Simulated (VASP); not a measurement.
Write the native input for VASP 6.6.1 that does the following.

```
Task                   : single point
Functional             : LDA
Potentials or basis    : VASP PAW LDA potentials, release 64 (Sn_d, O)
Cutoff                 : 520 eV
k mesh                 : 6 × 6 × 8
Occupations            : gaussian, width 0.05 eV
Spin                   : no spin polarisation
Dipole correction      : no
Further INCAR settings : ALGO = Normal; EDIFF = 1e-06; NBANDS = 35
```

The structure of SnO2 lies in POSCAR:

```
SnO2
1.0
    4.7201335122      0.0000000000      0.0000000000
    0.0000000000      4.7206343096      0.0000000000
    0.0000000000      0.0000000000      3.1888226875
Sn O
2 4
Direct
    0.4934944068      0.4924863052      0.5000000000
    0.0065189374     -0.0075252158      0.0000000000
    0.2550620020      0.3609424821      0.0000000000
    0.8031512215      0.1948506636      0.5000000000
    0.2448884920      0.8608998690      0.5000000000
    0.6967992724      0.6948932767      0.0000000000
```

This cell differs from its parent crystal: atoms displaced along a vibrational mode.

One way to write it, as run:

INCAR

```
  ALGO = Normal
  EDIFF = 1E-6
  ENCUT = 520
  ISIF = 2
  ISMEAR = 0
  LASPH = True
  LCHARG = False
  LREAL = False
  LWAVE = False
  NBANDS = 35
  NELM = 100
  PREC = Accurate
  SIGMA = 0.05
```

KPOINTS

```
k-points
0
Gamma
  6 6 8
```

Potentials or basis: VASP PAW LDA potentials, release 64 (Sn_d, O).

Command:

```sh
$ cat potpaw_LDA.64/Sn_d/POTCAR potpaw_LDA.64/O/POTCAR > POTCAR
$ mpirun -np 1 vasp_std > vasp.out
```

It gave:

```json
{
 "Pressure": "-1.3 GPa",
 "Largest force": "0.803 eV/Å",
 "Band gap on the k mesh": "1.31 eV"
}
```

Caveat: the cell differs from its parent crystal (atoms displaced along a vibrational mode); spin-orbit coupling is left out, which moves the levels of the heavy elements.

Wall time 110 s on 1 thread of Intel(R) Xeon(R) Platinum 8488C (Sapphire Rapids), with other jobs on the host, peak memory 0.29 GiB.
